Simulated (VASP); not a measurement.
Write the native input for VASP 6.6.1 that does the following.

```
Task                   : single point
Functional             : PBE
Potentials or basis    : VASP PAW PBE potentials, release 64 (H, Mo_sv)
Cutoff                 : 500 eV
k mesh                 : 4 × 4 × 4
Occupations            : gaussian, width 0.15 eV
Spin                   : no spin polarisation
Dipole correction      : no
Further INCAR settings : ALGO = Normal; EDIFF = 1e-06; NBANDS = 16
```

The structure of MoH3 lies in POSCAR:

```
MoH3
1.0
    2.9048610079      0.0000000000      0.0000000000
    0.0000000000      2.9048610079      0.0000000000
    0.0000000000      0.0000000000      2.9048610079
H Mo
3 1
Direct
    0.5000000000      0.5000000000      0.0000000000
    0.5000000000      0.0000000000      0.5000000000
    0.0000000000      0.5000000000      0.5000000000
    0.0000000000      0.0000000000      0.0000000000
```

One way to write it, as run:

INCAR

```
SYSTEM = MoH3
ALGO     = Normal         ! electronic algorithm
EDIFF    = 1E-6           ! SCF threshold, eV
ENCUT    = 500            ! plane-wave cutoff, eV
GGA      = PE             ! functional
GGA_COMPAT= .False.      
ISIF     = 2              ! what is computed and relaxed
ISMEAR   = 0              ! smearing method
LASPH    = .True.         ! aspherical terms in the spheres
LCHARG   = .True.         ! write CHGCAR
LELF     = .True.         ! ELF
LREAL    = .False.        ! projectors in reciprocal space
LVHAR    = .True.       
LWAVE    = .False.        ! write WAVECAR
NBANDS   = 16             ! bands
NELM     = 120            ! most SCF steps
PREC     = Accurate       ! precision mode
SIGMA    = 0.15           ! smearing width, eV
```

KPOINTS

```
k-points
0
Gamma
  4 4 4
  0 0 0
```

Potentials or basis: VASP PAW PBE potentials, release 64 (H, Mo_sv).

Command:

```bash
$ cat potpaw_PBE.64/H/POTCAR potpaw_PBE.64/Mo_sv/POTCAR > POTCAR
$ mpirun -np 1 vasp_std > vasp.out
```

It gave:

```
Pressure : 0.5 GPa
```

Caveat: the k points lie up to 0.54 Å⁻¹ apart.

It took 5.7 s on 1 thread of Intel(R) Xeon(R) Platinum 8488C (Sapphire Rapids), with other jobs on the host, peak memory 0.13 GiB.
